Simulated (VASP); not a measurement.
Input of a VASP 6.6.1 run:

File INCAR:

```
PREC = Accurate ; ENCUT = 520
EDIFF = 1E-6 ; ISMEAR = 0
SIGMA = 0.05 ; LREAL = Auto
LASPH = True ; NELM = 150
ALGO = Normal ; ISIF = 2
LWAVE = False ; LCHARG = True
ISPIN = 2 ; MAGMOM = 0.5 0 0 0 0 0 0 0 0 0 0 0 0.5 0 0 0 0.5 0.5 0 0.5 0 0 0 0 0 0 0 0 0 0 0 0
LORBIT = 11 ; GGA = PE
LELF = True ; LVHAR = True
NBANDS = 91
```

The input KPOINTS:

```
regular mesh
0
Gamma
  3 3 1
```

The input POSCAR:

```
Si31O
1.0
    7.5896000000      0.0000000000      0.0000000000
   -3.7948000000      6.5727860000      0.0000000000
    0.0000000000      0.0000000000     12.7099000000
O Si
1 31
Direct
   -0.0657189790     -0.0328784719      0.4436380671
   -0.0234950381      0.4882447636      0.4160543186
    0.5118768224      0.0009248654      0.4101242740
    0.5118582575      0.5109109320      0.4101303646
   -0.0005909491     -0.0002709963      0.9117405557
   -0.0057803778      0.4971133711      0.8998860206
    0.5005831922     -0.0005812741      0.9065010896
    0.5005842233      0.5011708054      0.9064848471
    0.0089126301      0.0044641463      0.0981213600
    0.0007221480      0.5003770292      0.0838262058
    0.5136060166     -0.0010948955      0.0933460234
    0.5136058209      0.5147082350      0.0933434960
   -0.0325890188     -0.0163282085      0.5763380398
   -0.0108270192      0.4945614181      0.5983242012
    0.4846028628     -0.0017827282      0.5931537408
    0.4845665773      0.4863668130      0.5931568272
    0.2163188989      0.4459879983      0.3249829282
    0.2162328853      0.7704396814      0.3250061963
    0.6564310236      0.3282059560      0.3393082137
    0.7162378619      0.8580890117      0.3703676115
    0.3273697505      0.1636753870      0.8418759430
    0.3317350722      0.6658803526      0.8424460931
    0.8320151825      0.1605027865      0.8406772760
    0.8320421732      0.6715505977      0.8406828203
    0.1764019110      0.3453974236      0.1499735461
    0.1764164913      0.8310298543      0.1499722003
    0.6697357029      0.3348681893      0.1530546816
    0.6847957913      0.8424105503      0.1738925939
    0.3015210739      0.1507484689      0.6511578735
    0.3272147074      0.6636191027      0.6553286422
    0.8190991618      0.1570215303      0.6550094516
    0.8190773080      0.6620085347      0.6549989059
```

Potentials or basis: VASP PAW PBE potentials, release 64 (O, Si).

Launch:

```bash
$ cat potpaw_PBE.64/O/POTCAR potpaw_PBE.64/Si/POTCAR > POTCAR
$ mpirun -np 1 vasp_std > vasp.out
```

Problem. Estimate the net moment.

Solution. 0.00 μB per cell.

Problem. What does it give for the band gap on the k mesh?

Solution. 0.60 eV.

Forces on the atoms (eV/Å):
```
O    0.009  0.006 -0.001
Si   0.005  0.003 -0.011
Si   0.001  0.002 -0.003
Si   0.002  0.000 -0.003
Si   0.006  0.003 -0.014
Si   0.007  0.005 -0.008
Si  -0.003 -0.004 -0.006
Si  -0.004 -0.001 -0.004
Si   0.002  0.001  0.006
Si  -0.003 -0.003  0.003
Si  -0.005  0.007 -0.007
Si   0.003 -0.007 -0.008
Si   0.017  0.010  0.052
Si   0.004  0.003  0.001
Si  -0.003 -0.004  0.004
Si  -0.004  0.000  0.005
Si  -0.005  0.000  0.007
Si  -0.001 -0.006  0.008
Si   0.003  0.002  0.005
Si  -0.032 -0.018 -0.030
Si   0.004  0.003  0.009
Si   0.005  0.002  0.002
Si  -0.010 -0.001  0.007
Si  -0.007 -0.008  0.006
Si   0.002  0.008  0.003
Si   0.006 -0.002  0.003
Si  -0.004 -0.001  0.003
Si   0.000 -0.001 -0.004
Si   0.009  0.006 -0.004
Si  -0.001 -0.001 -0.003
Si  -0.007  0.005 -0.009
Si   0.001 -0.008 -0.007
```

Caveat: the k points lie up to 0.49 Å⁻¹ apart; semilocal functionals underestimate gaps, and a narrow one can read as zero.
